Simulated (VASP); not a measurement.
# BAs (F-43m) in VASP: further runs

Runs on BAs. Level: r2SCAN. Tasks: relaxation of cell and atoms, relaxation of the atoms.

Program: VASP 6.6.1. These are calculated values, not measurements. Logs are shortened: lines on timing, memory, paths and dates and some standing lists are left out, and cuts for length are marked.

## Step 1: The cell of the first run

Symmetry: F-43m, No. 216, cubic system. Conventional cell: a = 4.777 Å, b = 4.777 Å, c = 4.777 Å, α = 90.00°, β = 90.00°, γ = 90.00°. Within 2.7 Å of B (site symmetry -43m) lie 4 As at 2.07 Å. Within 2.7 Å of As (site symmetry -43m) lie 4 B at 2.07 Å.

## Step 2: Relaxation of cell and atoms, r2SCAN

POSCAR

```
BAs
1.0
    0.0000000000      2.3885000000      2.3885000000
    2.3885000000      0.0000000000      2.3885000000
    2.3885000000      2.3885000000      0.0000000000
B As
1 1
Direct
    0.0000000000      0.0000000000      0.0000000000
    0.2500000000      0.2500000000      0.2500000000
```

INCAR.step1

```
SYSTEM = BAs
  PREC = Accurate
  ENCUT = 600
  ISMEAR = -1
  SIGMA = 0.02
  LREAL = .FALSE.
  LASPH = .TRUE.
  NELM = 100
  GGA = PE
  ALGO = Normal
  EDIFF = 1E-4
  LWAVE = .TRUE.
  LCHARG = .FALSE.
```

INCAR.step2

```
SYSTEM = BAs
  PREC = Accurate
  ENCUT = 600
  EDIFF = 1E-6
  ISMEAR = -1
  SIGMA = 0.02
  LREAL = .FALSE.
  LASPH = .TRUE.
  NELM = 100
  ALGO = Normal
  ISIF = 3
  LWAVE = .FALSE.
  LCHARG = .FALSE.
  METAGGA = R2SCAN
  LMIXTAU = .TRUE.
  IBRION = 2
  NSW = 80
  EDIFFG = -0.01
  ISTART = 1
```

KPOINTS

```
regular mesh
0
G
  10 10 10
  0 0 0
```

Potentials or basis: VASP PAW PBE potentials, release 64 (B, As).

The run is started by

```sh
> cat potpaw_PBE.64/B/POTCAR potpaw_PBE.64/As/POTCAR > POTCAR
> cp INCAR.step1 INCAR
> mpirun -np 1 vasp_std > vasp.out
> cp INCAR.step2 INCAR
> mpirun -np 1 vasp_std > vasp.out
```

OUTCAR:

```text
SYSTEM = BAs
   PREC = Accurate
   ENCUT = 600
   EDIFF = 1E-6
   ISMEAR = -1
   LREAL = .FALSE.
   LASPH = .TRUE.
   NELM = 100
   ISIF = 3
   METAGGA = R2SCAN
   IBRION = 2
   NSW = 80
   EDIFFG = -0.01
   ISTART = 1

 ion  position               nearest neighbor table
   1  0.000  0.000  0.000-   2 2.07   2 2.07   2 2.07   2 2.07
   2  0.250  0.250  0.250-   1 2.07   1 2.07   1 2.07   1 2.07

  LATTYP: Found a face centered cubic cell.
 ALAT       =     4.7770000000

  Lattice vectors:

 A1 = (   0.0000000000,   2.3885000000,   2.3885000000)
 A2 = (   2.3885000000,   0.0000000000,   2.3885000000)
 A3 = (   2.3885000000,   2.3885000000,   0.0000000000)

Analysis of symmetry for initial positions (statically):
=====================================================================
 Subroutine PRICEL returns:
 Original cell was already a primitive cell.

 Routine SETGRP: Setting up the symmetry group for a
 face centered cubic supercell.

 Subroutine GETGRP returns: Found 24 space group operations
 (whereof 24 operations were pure point group operations)
 out of a pool of 48 trial point group operations.

The static configuration has the point symmetry T_d .

Analysis of symmetry for dynamics (positions and initial velocities):
=====================================================================
 Subroutine PRICEL returns:
 Original cell was already a primitive cell.

 Routine SETGRP: Setting up the symmetry group for a
 face centered cubic supercell.

 Subroutine GETGRP returns: Found 24 space group operations
 (whereof 24 operations were pure point group operations)
 out of a pool of 48 trial point group operations.

The dynamic configuration has the point symmetry T_d .

 Subroutine INISYM returns: Found 24 space group operations
 (whereof 24 operations are pure point group operations),
 and found     1 'primitive' translations

----------------------------------------------------------------------------------------

                                     Primitive cell

  volume of cell :      27.2525

  direct lattice vectors                    reciprocal lattice vectors
     0.000000000  2.388500000  2.388500000    -0.209336404  0.209336404  0.209336404
     2.388500000  0.000000000  2.388500000     0.209336404 -0.209336404  0.209336404
     2.388500000  2.388500000  0.000000000     0.209336404  0.209336404 -0.209336404

  length of vectors
     3.377849094  3.377849094  3.377849094     0.362581287  0.362581287  0.362581287

  position of ions in fractional coordinates (direct lattice)
     0.000000000  0.000000000  0.000000000
     0.250000000  0.250000000  0.250000000

  ion indices of the primitive-cell ions
   primitive index   ion index
                 1           1
                 2           2

----------------------------------------------------------------------------------------

 KPOINTS: regular mesh

Automatic generation of k-mesh.
 Grid dimensions read from file:
 generate k-points for:   10   10   10

 Generating k-lattice:

  Cartesian coordinates                     Fractional coordinates (reciprocal lattice)
    -0.020933640  0.020933640  0.020933640     0.100000000  0.000000000  0.000000000
     0.020933640 -0.020933640  0.020933640     0.000000000  0.100000000  0.000000000
     0.020933640  0.020933640 -0.020933640     0.000000000  0.000000000  0.100000000

  Length of vectors
     0.036258129  0.036258129  0.036258129

  Shift w.r.t. Gamma in fractional coordinates (k-lattice)
     0.000000000  0.000000000  0.000000000

 Subroutine IBZKPT returns following result:
 ===========================================

 Found     47 irreducible k-points:

 Following reciprocal coordinates:
            Coordinates               Weight
  0.000000  0.000000  0.000000      1.000000
  0.100000  0.000000  0.000000      8.000000
  0.200000  0.000000  0.000000      8.000000
  0.300000  0.000000  0.000000      8.000000
  0.400000  0.000000  0.000000      8.000000
  0.500000  0.000000  0.000000      4.000000
[... 16 lines left out ...]
  0.300000  0.300000  0.000000      6.000000
  0.400000  0.300000  0.000000     24.000000
 [... further k-points ...]
   k-points           NKPTS =     47   k-points in BZ     NKDIM =     47   number of bands    NBANDS=      8
   number of dos      NEDOS =    301   number of ions     NIONS =      2
   total plane-waves  NPLWV =  21952
   dimension x,y,z NGX =    28 NGY =   28 NGZ =   28
   dimension x,y,z NGXF=    56 NGYF=   56 NGZF=   56
   ions per type =               1   1
   NGX,Y,Z   is equivalent  to a cutoff of  13.78, 13.78, 13.78 a.u.
   NGXF,Y,Z  is equivalent  to a cutoff of  27.56, 27.56, 27.56 a.u.
 SYSTEM =  BAs
   PREC   = accura    normal or accurate (medium, high low for compatibility)
   ISTART =      1    job   : 0-new  1-cont  2-samecut
   ICHARG =      0    charge: 1-file 2-atom 10-const
   ISPIN  =      1    spin polarized calculation?
   LNONCOLLINEAR =      F non collinear calculations
   LSORBIT =      F    spin-orbit coupling
   LASPH  =      T    aspherical Exc in radial PAW
   ENCUT  =  600.0 eV  44.10 Ry    6.64 a.u.   6.75  6.75  6.75*2*pi/ulx,y,z
   NELM   =    100;   NELMIN=  2; NELMDL=  0     # of ELM steps
   EDIFF  = 0.1E-05   stopping-criterion for ELM
   LREAL  =      F    real-space projection
   EDIFFG = -.1E-01   stopping-criterion for IOM
   NSW    =     80    number of steps for IOM
   IBRION =      2    ionic relax: 0-MD 1-quasi-New 2-CG
   NFREE  =      1    steps in history (QN), initial steepest desc. (CG)
   ISIF   =      3    stress and relaxation
   ISYM   =      2    0-nonsym 1-usesym 2-fastsym
   POTIM  = 0.5000    time-step for ionic-motion
   TEBEG  =    0.0;   TEEND  =   0.0 temperature during run
   PSTRESS=    0.0 pullay stress
   NELECT =       8.0000    total number of electrons
   NUPDOWN=      -1.0000    fix difference up-down
   EMIN   =  10.00;   EMAX   =-10.00  energy-range for DOS
   EFERMI =   0.00;   METHOD = LEGACY
   ISMEAR =    -1;   SIGMA  =   0.02  broadening in eV -4-tet -1-fermi 0-gaus
   EFERMI_NEDOS =   21; number of points for ismear=-14 and -15
   IALGO  =     38    algorithm
   IMIX   =      4    mixing-type and parameters
     AMIX     =   0.40;   BMIX     =  1.00
     AMIX_MAG =   1.60;   BMIX_MAG =  1.00
  volume/ion in A,a.u.               =      13.63        91.95
  Fermi-wavevector in a.u.,A,eV,Ry     =   1.088018  2.056057 16.106360  1.183784
  Thomas-Fermi vector in A             =   2.224191
   LORBIT       =      0    0 simple, 1 ext, 2 COOP (PROOUT), +10 PAW based schemes
   METAGGA = R2SCAN    functional components
   LHFCALC =     F    Hartree Fock is set to
   AEXX    =    0.0000 exact exchange contribution
   IVDW    =     0    specifies the selected vdW correction
   LEPSILON=     F    determine dielectric tensor
   LRPA    =     F    only Hartree local field effects (RPA)
 conjugate gradient relaxation of ions
 non-spin polarized calculation
  energy-cutoff  :      600.00
  volume of cell :       27.25
 maximum number of plane-waves:       941
   NGX = 13   NGY = 13   NGZ = 13

--------------------------------------- Ionic step        1  -------------------------------------------

 number of electron       8.0000000 magnetization

 Free energy of the ion-electron system (eV)
  ---------------------------------------------------
  ext. energy  EPLUGINS =         0.00000000
  ---------------------------------------------------
  free energy    TOTEN  =       -22.25708720 eV

  energy without entropy =      -22.25708720  energy(sigma->0) =      -22.25708720

------------------------ aborting loop because EDIFF is reached ----------------------------------------

  FORCE on cell =-STRESS in cart. coord.  units (eV):
  Direction    XX          YY          ZZ          XY          YZ          ZX
  --------------------------------------------------------------------------------------
  -------------------------------------------------------------------------------------
  Total        0.1460698      0.1460698      0.1460698     -0.0000000      0.0000000      0.0000000
  in kB        8.5874726      8.5874726      8.5874726     -0.0000000      0.0000000      0.0000000
  external PRESSURE =       8.5874726 kB  Pullay stress =       0.0000000 kB
[... 57 lines left out ...]
  energy  without entropy=      -22.2572493367  energy(sigma->0) =      -22.25724934

--------------------------------------- Ionic step        3  -------------------------------------------

 number of electron       8.0000000 magnetization

 Free energy of the ion-electron system (eV)
  ---------------------------------------------------
  ext. energy  EPLUGINS =         0.00000000
  ---------------------------------------------------
  free energy    TOTEN  =       -22.25751221 eV

  energy without entropy =      -22.25751221  energy(sigma->0) =      -22.25751221

 E-fermi :   6.3362     XC(G=0): -11.1067

 val. band max:        5.9577008540   @ k =   0.0000   0.0000   0.0000
 cond. band min:       7.3345796948   @ k =   0.4000   0.4000   0.0000
 fundamental gap:      1.3768788409
 Fermi energy:         6.3362419895

 k-point     1 :       0.0000    0.0000    0.0000
  band No.  band energies     occupation
      1     -10.1444      2.00000
      2       5.9577      2.00000
      3       5.9577      2.00000
      4       5.9577      2.00000
      5       9.3967      0.00000
      6       9.3967      0.00000
      7       9.3967      0.00000
      8      11.0321      0.00000
[... 243 lines left out ...]
 k-point    24 :       0.4000    0.3000    0.0000
  band No.  band energies     occupation
      1      -7.3731      2.00000
      2      -0.8555      2.00000
      3       1.7992      2.00000
      4       2.2951      2.00000
      5       7.8675      0.00000
      6       9.6660      0.00000
      7      15.3305      0.00000
      8      15.5634      0.00000

 [... further k-points ...]

------------------------ aborting loop because EDIFF is reached ----------------------------------------

  FORCE on cell =-STRESS in cart. coord.  units (eV):
  Direction    XX          YY          ZZ          XY          YZ          ZX
  --------------------------------------------------------------------------------------
  -------------------------------------------------------------------------------------
  Total        0.0023072      0.0023072      0.0023072      0.0000000     -0.0000000      0.0000000
  in kB        0.1348454      0.1348454      0.1348454      0.0000000     -0.0000000      0.0000000
  external PRESSURE =       0.1348454 kB  Pullay stress =       0.0000000 kB
[... 17 lines left out ...]
  FREE ENERGIE OF THE ION-ELECTRON SYSTEM (eV)
  ---------------------------------------------------
  free  energy   TOTEN  =       -22.2575122150 eV

  energy  without entropy=      -22.2575122150  energy(sigma->0) =      -22.25751221

 reached required accuracy - stopping structural energy minimisation
```

Wall time 56 s (1 thread of Intel Xeon 6975P-C (Granite Rapids), shared host); peak memory 0.17 GiB.

Results:

```
Free energy                           : -22.2575 eV
Relaxed volume                        : 13.71 Å³/atom
Relaxed cell                          : a = 3.384 Å, b = 3.384 Å, c = 3.384 Å, α = 60.00°, β = 60.00°, γ = 60.00°
Space group after relaxing (to 0.1 Å) : F-43m (No. 216)
Energy gained by relaxing             : 0.2 meV/atom
Ionic steps                           : 3
Pressure after relaxing               : 0.0 GPa
Band gap on the k mesh                : 1.38 eV (least direct gap 3.44 eV)
```

The path:
| step | energy change (eV) | largest force (eV/Å) | pressure (GPa) | volume (Å³) |
| --- | --- | --- | --- | --- |
| 1 | 0.0000 | 0.0000 | 0.86 | 27.25 |
| 2 | -0.0002 | 0.0000 | -0.65 | 27.54 |
| 3 | -0.0004 | 0.0000 | 0.01 | 27.41 |

Final structure:
```
B As
1.0
     0.00000    2.39318    2.39318
     2.39318    0.00000    2.39318
     2.39318    2.39318    0.00000
B As
1 1
Direct
  0.00000 0.00000 0.00000
  0.25000 0.25000 0.25000
```

Caveat: the PAW data sets were made with another functional, which shifts forces and pressure a little. r2SCAN opens gaps a little over a GGA but as a rule still falls short of measured ones.

## Step 3: Relaxation of the atoms, r2SCAN

This run uses another cell than the first one, of 12.85 Å³/atom.

POSCAR

```
BAs
1.0
    0.0000000000      2.3424451500      2.3424451500
    2.3424451500      0.0000000000      2.3424451500
    2.3424451500      2.3424451500      0.0000000000
B As
1 1
Direct
    0.0000000000      0.0000000000      0.0000000000
    0.2500000000      0.2500000000      0.2500000000
```

INCAR.step1

```
SYSTEM = BAs
  PREC = Accurate
  ENCUT = 520
  ISMEAR = -1
  SIGMA = 0.02
  LREAL = .False.
  LASPH = .True.
  NELM = 100
  GGA = PE
  ALGO = Normal
  EDIFF = 1E-4
  LWAVE = .True.
  LCHARG = .False.
```

INCAR.step2

```
SYSTEM = BAs
  PREC = Accurate
  ENCUT = 520
  EDIFF = 1E-6
  ISMEAR = -1
  SIGMA = 0.02
  LREAL = .False.
  LASPH = .True.
  NELM = 100
  ALGO = Normal
  ISIF = 2
  LWAVE = .False.
  LCHARG = .False.
  METAGGA = R2SCAN
  LMIXTAU = .True.
  IBRION = 2
  NSW = 50
  EDIFFG = -0.01
  ISTART = 1
```

KPOINTS

```
regular mesh
0
Gamma
  10 10 10
  0 0 0
```

Potentials or basis: VASP PAW PBE potentials, release 64 (B, As).

The run is started by

```sh
> cat potpaw_PBE.64/B/POTCAR potpaw_PBE.64/As/POTCAR > POTCAR
> cp INCAR.step1 INCAR
> mpirun -np 1 vasp_std > vasp.out
> cp INCAR.step2 INCAR
> mpirun -np 1 vasp_std > vasp.out
```

It took 24 s on 1 thread of Intel Xeon 6975P-C (Granite Rapids), shared host; peak memory 0.17 GiB.

It converged, with:

```
Free energy             : -22.2027 eV
Pressure after relaxing : 10.5 GPa
Band gap on the k mesh  : 1.31 eV (least direct gap 3.51 eV)
```

Final structure:
```cif
data_structure
_symmetry_space_group_name_H-M 'P 1'
_symmetry_Int_Tables_number 1
_cell_length_a 3.3127
_cell_length_b 3.3127
_cell_length_c 3.3127
_cell_angle_alpha 60.000
_cell_angle_beta 60.000
_cell_angle_gamma 60.000
_cell_volume 25.71
loop_
_atom_site_label
_atom_site_type_symbol
_atom_site_fract_x
_atom_site_fract_y
_atom_site_fract_z
_atom_site_occupancy
B1 B 0.00000 0.00000 0.00000 1
As1 As 0.25000 0.25000 0.25000 1
```

Levels at points of the mesh, in eV from the valence-band top:
```
           k point  band 2  band 3  band 4  band 5  band 6  band 7
(0.00, 0.00, 0.00)    0.00    0.00    0.00    3.51    3.51    3.51
(0.50, 0.00, 0.00)   -9.70   -2.05   -2.05    3.34    5.12    5.12
(0.50, 0.50, 0.00)   -9.42   -4.57   -4.57    1.53    1.64   12.75
```

Caveat: the relaxation stopped at its first step, so nothing moved; the PAW data sets were made with another functional, which shifts forces and pressure a little. A k mesh can miss the band edges.

[end of part 1 of 3]
